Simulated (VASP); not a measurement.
Wanted: the native input for a VASP 6.6.1 run.

| Property | Result |
| --- | --- |
| Task | single point |
| Functional | PBEsol |
| Potentials or basis | VASP PAW PBE potentials, release 64 (Al, Ni) |
| Cutoff | 520 eV |
| k mesh | 8 × 8 × 10 |
| Occupations | gaussian, width 0.15 eV |
| Spin | no spin polarisation |
| Dipole correction | no |
| Further INCAR settings | ALGO = Fast; EDIFF = 1e-07; NBANDS = 40 |

The structure of Al3Ni5 lies in POSCAR:

```
Al3Ni5
1.0
    3.2933322760     -3.4704213413      0.0000000000
    3.2933322760      3.4704213413      0.0000000000
    0.0000000000      0.0000000000      3.7203545651
Al Ni
3 5
Direct
    0.5000000000      0.5000000000      0.0000000000
    0.7796888787      0.2203111213      0.5000000000
    0.2203111213      0.7796888787      0.5000000000
    0.0000000000      0.0000000000      0.0000000000
    0.0000000000      0.5000000000      0.0000000000
    0.5000000000      0.0000000000      0.0000000000
    0.2762373066      0.2762373066      0.5000000000
    0.7237626934      0.7237626934      0.5000000000
```

These files were run (other wordings do the same):

INCAR

```
PREC     = Accurate       # precision mode
ENCUT    = 520            # plane-wave cutoff, eV
EDIFF    = 1E-7           # SCF threshold, eV
ISMEAR   = 0              # smearing method
SIGMA    = 0.15           # smearing width, eV
LREAL    = F              # projectors in reciprocal space
LASPH    = T              # aspherical terms in the spheres
NELM     = 80             # most SCF steps
ALGO     = Fast           # electronic algorithm
ISIF     = 2              # what is computed and relaxed
LWAVE    = F              # write WAVECAR
LCHARG   = F              # write CHGCAR
GGA      = PS             # functional
NBANDS   = 40             # bands
```

KPOINTS

```
regular mesh
0
Gamma
  8 8 10
```

Potentials or basis: VASP PAW PBE potentials, release 64 (Al, Ni).

Command:

```console
$ cat potpaw_PBE.64/Al/POTCAR potpaw_PBE.64/Ni/POTCAR > POTCAR
$ mpirun -np 1 vasp_std > vasp.out
```

It gave:

| Property | Result |
| --- | --- |
| Pressure | 13.6 GPa |
| Largest force | 0.104 eV/Å |

Caveat: the PAW data sets were made with another functional, which shifts forces and pressure a little.

Run time: 3.4 min on 1 thread of Intel(R) Xeon(R) 6975P-C (Granite Rapids), with other jobs on the host, peak memory 0.41 GiB.
